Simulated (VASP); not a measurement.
# C in VASP: single point with PBE

Aim: the single point of C with PBE.

Program: VASP 6.6.1. These are calculated values, not measurements. Logs are shortened: lines on timing, memory, paths and dates and some standing lists are left out, and cuts for length are marked.

**1. The cell of the first run**

The cell holds a slab with vacuum, 19 atoms: a = 7.398 Å, b = 7.398 Å, c = 13.000 Å, α = 90.00°, β = 90.00°, γ = 120.00°.

**2. Single point, PBE, collinear spin**

INCAR reads:

```
SYSTEM = C
ALGO = Normal ; EDIFF = 1E-6
ENCUT = 520 ; GGA = PE
ISIF = 2 ; ISMEAR = -1
ISPIN = 2 ; LASPH = .TRUE.
LCHARG = .FALSE. ; LORBIT = 11
LREAL = Auto ; LWAVE = .FALSE.
MAGMOM = 0 0 0 0 0 0 0 0 0 0 0 0 0 0 0 0 0 0 1 ; NBANDS = 57
NELM = 150 ; PREC = Accurate
SIGMA = 0.02
```

KPOINTS reads:

```
k-points
0
G
  2 2 1
  0 0 0
```

POSCAR reads:

```
C
1.0
    7.3980000000      0.0000000000      0.0000000000
   -3.6990000000      6.4068560000      0.0000000000
    0.0000000000      0.0000000000     13.0000000000
C
19
Direct
   -0.0004758191     -0.0033780419      0.0694027312
    0.2214404410      0.1069313096      0.0693794171
   -0.0001732807      0.3288437238      0.0749865544
    0.2224256861      0.4398493767      0.0711226802
   -0.0014545498      0.6637068721      0.0711398362
    0.2211629408      0.7747587988      0.0749980024
    0.3278114483     -0.0057036889      0.0773843499
    0.5503530111      0.1118691008      0.1016115510
    0.3323307056      0.3299299149      0.0704124990
    0.5553190916      0.4408052235      0.0694617396
    0.3334688461      0.6624554786      0.0749906856
    0.5530255260      0.7691190399      0.0773837635
    0.6706304307     -0.0083039324      0.1015796367
    0.8931656946      0.1092602372      0.0774035024
    0.6679471129      0.3344369828      0.0774632515
    0.8875398490      0.4411012096      0.0750209844
    0.6656345032      0.6627348732      0.0694403114
    0.8886318929      0.7736234828      0.0704122563
    0.6106060696      1.0518256390      0.2025605470
```

Potentials or basis: VASP PAW PBE potentials, release 64 (C).

Command:

```
> cat potpaw_PBE.64/C/POTCAR > POTCAR
> mpirun -np 1 vasp_std > vasp.out
```

OUTCAR:

```text
SYSTEM = C
   EDIFF = 1E-6
   ENCUT = 520
   GGA = PE
   ISIF = 2
   ISMEAR = -1
   ISPIN = 2
   LASPH = .TRUE.
   LORBIT = 11
   LREAL = Auto
   NELM = 150
   PREC = Accurate

 ion  position               nearest neighbor table
   1  1.000  0.997  0.069-  14 1.41   2 1.42  18 1.43
   2  0.221  0.107  0.069-   7 1.41   1 1.42   9 1.43
   3  1.000  0.329  0.075-  14 1.41   4 1.43  16 1.44
   4  0.222  0.440  0.071-   9 1.41   3 1.43  11 1.43
   5  0.999  0.664  0.071-  18 1.41  16 1.43   6 1.43
   6  0.221  0.775  0.075-   7 1.41   5 1.43  11 1.44
   7  0.328  0.994  0.077-   6 1.41   2 1.41   8 1.46
   8  0.550  0.112  0.102-  15 1.46   7 1.46  19 1.52  13 1.54
   9  0.332  0.330  0.070-   4 1.41  10 1.43   2 1.43
  10  0.555  0.441  0.069-  15 1.41  17 1.42   9 1.43
  11  0.333  0.662  0.075-  12 1.41   4 1.43   6 1.44
  12  0.553  0.769  0.077-  17 1.41  11 1.41  13 1.46
  13  0.671  0.992  0.102-  14 1.46  12 1.46  19 1.52   8 1.54
  14  0.893  0.109  0.077-   1 1.41   3 1.41  13 1.46
  15  0.668  0.334  0.077-  10 1.41  16 1.41   8 1.46
  16  0.888  0.441  0.075-  15 1.41   5 1.43   3 1.44
  17  0.666  0.663  0.069-  12 1.41  10 1.42  18 1.43
  18  0.889  0.774  0.070-   5 1.41  17 1.43   1 1.43
  19  0.611  0.052  0.203-  13 1.52   8 1.52

  LATTYP: Found a hexagonal cell.
 ALAT       =     7.3980000000
 C/A-ratio  =     1.7572316842

  Lattice vectors:

 A1 = (   7.3980000000,   0.0000000000,   0.0000000000)
 A2 = (  -3.6990000000,   6.4068560000,   0.0000000000)
 A3 = (   0.0000000000,   0.0000000000,  13.0000000000)

Analysis of symmetry for initial positions (statically):
=====================================================================
 Subroutine PRICEL returns:
 Original cell was already a primitive cell.

 Routine SETGRP: Setting up the symmetry group for a
 hexagonal supercell.

 Subroutine GETGRP returns: Found  1 space group operations
 (whereof  1 operations were pure point group operations)
 out of a pool of 24 trial point group operations.

The static configuration has the point symmetry C_1 .

Analysis of symmetry for dynamics (positions and initial velocities):
=====================================================================
 Subroutine PRICEL returns:
 Original cell was already a primitive cell.

 Routine SETGRP: Setting up the symmetry group for a
 hexagonal supercell.

 Subroutine GETGRP returns: Found  1 space group operations
 (whereof  1 operations were pure point group operations)
 out of a pool of 24 trial point group operations.

The dynamic configuration has the point symmetry C_1 .

Analysis of structural, dynamic, and magnetic symmetry:
=====================================================================
 Subroutine PRICEL returns:
 Original cell was already a primitive cell.

 Routine SETGRP: Setting up the symmetry group for a
 hexagonal supercell.

 Subroutine GETGRP returns: Found  1 space group operations
 (whereof  1 operations were pure point group operations)
 out of a pool of 24 trial point group operations.

The overall configuration has the point symmetry C_1 .

 Subroutine INISYM returns: Found  1 space group operations
 (whereof  1 operations are pure point group operations),
 and found     1 'primitive' translations

----------------------------------------------------------------------------------------

                                     Primitive cell

  volume of cell :     616.1730

  direct lattice vectors                    reciprocal lattice vectors
     7.398000000  0.000000000  0.000000000     0.135171668  0.078041398  0.000000000
    -3.699000000  6.406856000  0.000000000     0.000000000  0.156082796  0.000000000
     0.000000000  0.000000000 13.000000000     0.000000000  0.000000000  0.076923077

  length of vectors
     7.398000000  7.398000054 13.000000000     0.156082797  0.156082796  0.076923077

  position of ions in fractional coordinates (direct lattice)
     0.999524181  0.996621958  0.069402731
     0.221440441  0.106931310  0.069379417
     0.999826719  0.328843724  0.074986554
[... 71 lines left out ...]
   k-points           NKPTS =      4   k-points in BZ     NKDIM =      4   number of bands    NBANDS=     57
   number of dos      NEDOS =    301   number of ions     NIONS =     19
   total plane-waves  NPLWV = 307328
   dimension x,y,z NGX =    56 NGY =   56 NGZ =   98
   dimension x,y,z NGXF=   112 NGYF=  112 NGZF=  196
   ions per type =              19
   NGX,Y,Z   is equivalent  to a cutoff of  12.58, 12.58, 12.53 a.u.
   NGXF,Y,Z  is equivalent  to a cutoff of  25.17, 25.17, 25.06 a.u.
 SYSTEM =  C
   PREC   = accura    normal or accurate (medium, high low for compatibility)
   ISTART =      0    job   : 0-new  1-cont  2-samecut
   ICHARG =      2    charge: 1-file 2-atom 10-const
   ISPIN  =      2    spin polarized calculation?
   LNONCOLLINEAR =      F non collinear calculations
   LSORBIT =      F    spin-orbit coupling
   LASPH  =      T    aspherical Exc in radial PAW
   ENCUT  =  520.0 eV  38.22 Ry    6.18 a.u.  13.76 13.76 24.17*2*pi/ulx,y,z
   NELM   =    150;   NELMIN=  2; NELMDL= -5     # of ELM steps
   EDIFF  = 0.1E-05   stopping-criterion for ELM
   LREAL  =      T    real-space projection
   EDIFFG = 0.1E-04   stopping-criterion for IOM
   NSW    =      0    number of steps for IOM
   IBRION =     -1    ionic relax: 0-MD 1-quasi-New 2-CG
   NFREE  =      0    steps in history (QN), initial steepest desc. (CG)
   ISIF   =      2    stress and relaxation
   ISYM   =      2    0-nonsym 1-usesym 2-fastsym
   POTIM  = 0.5000    time-step for ionic-motion
   TEBEG  =    0.0;   TEEND  =   0.0 temperature during run
   PSTRESS=    0.0 pullay stress
   NELECT =      76.0000    total number of electrons
   NUPDOWN=      -1.0000    fix difference up-down
   EMIN   =  10.00;   EMAX   =-10.00  energy-range for DOS
   EFERMI =   0.00;   METHOD = LEGACY
   ISMEAR =    -1;   SIGMA  =   0.02  broadening in eV -4-tet -1-fermi 0-gaus
   EFERMI_NEDOS =   21; number of points for ismear=-14 and -15
   IALGO  =     38    algorithm
   IMIX   =      4    mixing-type and parameters
     AMIX     =   0.40;   BMIX     =  1.00
     AMIX_MAG =   1.60;   BMIX_MAG =  1.00
  volume/ion in A,a.u.               =      32.43       218.85
  Fermi-wavevector in a.u.,A,eV,Ry     =   0.814914  1.539964  9.035424  0.664085
  Thomas-Fermi vector in A             =   1.924907
   LORBIT       =     11    0 simple, 1 ext, 2 COOP (PROOUT), +10 PAW based schemes
   GGA     = PE    functional components
   LHFCALC =     F    Hartree Fock is set to
   AEXX    =    0.0000 exact exchange contribution
   IVDW    =     0    specifies the selected vdW correction
   LEPSILON=     F    determine dielectric tensor
   LRPA    =     F    only Hartree local field effects (RPA)
 spin polarized calculation
  energy-cutoff  :      520.00
  volume of cell :      616.17
 maximum number of plane-waves:     16651
 NGX is ok and might be reduce to    56
   NGX = 27   NGY = 27   NGZ = 49

 number of electron      76.0000001 magnetization       0.5019313

 Free energy of the ion-electron system (eV)
  ---------------------------------------------------
  ext. energy  EPLUGINS =         0.00000000
  ---------------------------------------------------
  free energy    TOTEN  =      -168.69268035 eV

  energy without entropy =     -168.68431004  energy(sigma->0) =     -168.68849520

 E-fermi :  -2.4400     XC(G=0):  -3.5548

 val. band max:       -2.4428920019   @ k =   0.0000   0.5000   0.0000
 cond. band min:      -2.2699696054   @ k =   0.0000   0.0000   0.0000
 fundamental gap:      0.1729223966
 Fermi energy:        -2.4399583953

 spin component 1

 k-point     1 :       0.0000    0.0000    0.0000
  band No.  band energies     occupation
      1     -22.0967      1.00000
      2     -20.3481      1.00000
      3     -19.3641      1.00000
      4     -19.3058      1.00000
      5     -19.2453      1.00000
      6     -19.1868      1.00000
[... 201 lines left out ...]
     49       3.9045      0.00000
     50       3.9790      0.00000
 Fermi energy:        -2.4399583953

 spin component 2

 k-point     1 :       0.0000    0.0000    0.0000
  band No.  band energies     occupation
      1     -22.0558      1.00000
      2     -20.2741      1.00000
      3     -19.3501      1.00000
      4     -19.2908      1.00000
      5     -19.2230      1.00000
      6     -19.1796      1.00000
[... 201 lines left out ...]
     49       3.9599      0.00000
     50       3.9838      0.00000
 [bands above 50 left out]

------------------------ aborting loop because EDIFF is reached ----------------------------------------

  FORCE on cell =-STRESS in cart. coord.  units (eV):
  Direction    XX          YY          ZZ          XY          YZ          ZX
  --------------------------------------------------------------------------------------
  -------------------------------------------------------------------------------------
  Total        3.8106361      5.0289410      0.0124813      1.0462698     -0.0016142     -0.0235936
  in kB        9.9084430     13.0762882      0.0324541      2.7205183     -0.0041974     -0.0613482
  external PRESSURE =       7.6723951 kB  Pullay stress =       0.0000000 kB

 VOLUME and BASIS-vectors are now :
 -----------------------------------------------------------------------------
  energy-cutoff  :      520.00
  volume of cell :      616.17
      direct lattice vectors                 reciprocal lattice vectors
     7.398000000  0.000000000  0.000000000     0.135171668  0.078041398  0.000000000
    -3.699000000  6.406856000  0.000000000     0.000000000  0.156082796  0.000000000
     0.000000000  0.000000000 13.000000000     0.000000000  0.000000000  0.076923077

 POSITION                                       TOTAL-FORCE (eV/Angst)
 -----------------------------------------------------------------------------------
      3.70798      6.38521      0.90224         0.011808     -0.009412     -0.013364
      1.24268      0.68509      0.90193        -0.007193      0.011035     -0.004716
      6.18033      2.10685      0.97483        -0.001872     -0.004483      0.005106
      0.01850      2.81805      0.92459         0.002437      0.001941     -0.003424
      4.93219      4.25227      0.92482        -0.004600      0.006582     -0.002203
     -1.22967      4.96377      0.97497         0.018680     -0.012283     -0.002511
[... 11 lines left out ...]
      3.71247      4.95649      0.91536        -0.004241     -0.002547      0.008917
      4.32556      0.33204      2.63329        -0.001666     -0.003832      0.097603
 -----------------------------------------------------------------------------------
    total drift:                               -0.001278      0.024273     -0.019438

  FREE ENERGIE OF THE ION-ELECTRON SYSTEM (eV)
  ---------------------------------------------------
  free  energy   TOTEN  =      -168.6926803510 eV

  energy  without entropy=     -168.6843100420  energy(sigma->0) =     -168.68849520

 total charge

# of ion       s       p       d       tot
------------------------------------------
    1        0.866   1.788   0.000   2.654
    2        0.866   1.788   0.000   2.654
    3        0.862   1.784   0.000   2.645
    4        0.863   1.791   0.000   2.654
    5        0.863   1.791   0.000   2.654
    6        0.862   1.784   0.000   2.645
[... 11 lines left out ...]
   18        0.861   1.798   0.000   2.659
   19        0.986   1.297   0.000   2.283
--------------------------------------------------
tot         16.486  33.473   0.000  49.959

 magnetization (x)

# of ion       s       p       d       tot
------------------------------------------
    1        0.000   0.006   0.000   0.006
    2        0.000   0.006   0.000   0.006
    3        0.000   0.010   0.000   0.010
    4       -0.000  -0.001   0.000  -0.001
    5       -0.000  -0.001   0.000  -0.001
    6        0.000   0.010   0.000   0.010
[... 11 lines left out ...]
   18       -0.000   0.001   0.000   0.001
   19        0.011   0.162   0.000   0.173
--------------------------------------------------
tot          0.022   0.240   0.000   0.262
```

Run time: 13 min. Hardware: 1 thread of Intel Xeon Platinum 8259CL at 2.50GHz (Skylake/Cascade Lake), shared host; peak memory 0.91 GiB.

Results:

```yaml
Free_energy: -168.6927 eV
Largest_force: 0.098 eV/Å
Net_moment: 0.50 μB per cell
Site_moments: C +0.01, -0.00, -0.01, +0.00, +0.17 (each value once) μB
Valence_electrons_inside_the_program's_atomic_spheres: C 2.65, 2.64, 2.66, 2.28 (each value once)
```

Forces in eV/Å, atoms in the order of the input:
```
C    0.012 -0.009 -0.013
C   -0.007  0.011 -0.005
C   -0.002 -0.004  0.005
C    0.002  0.002 -0.003
C   -0.005  0.007 -0.002
C    0.019 -0.012 -0.003
C    0.028  0.008  0.010
C   -0.032  0.019 -0.046
C   -0.002  0.001  0.001
C   -0.018  0.005 -0.010
C   -0.013  0.005  0.000
C   -0.015  0.029  0.010
C    0.031 -0.024 -0.047
C   -0.027  0.008 -0.001
C    0.019 -0.019  0.003
C   -0.002 -0.008  0.006
C    0.018 -0.010 -0.012
C   -0.004 -0.003  0.009
C   -0.002 -0.004  0.098
```

Caveat: the k points lie up to 0.49 Å⁻¹ apart; there is no dipole correction, which matters where the two faces differ.
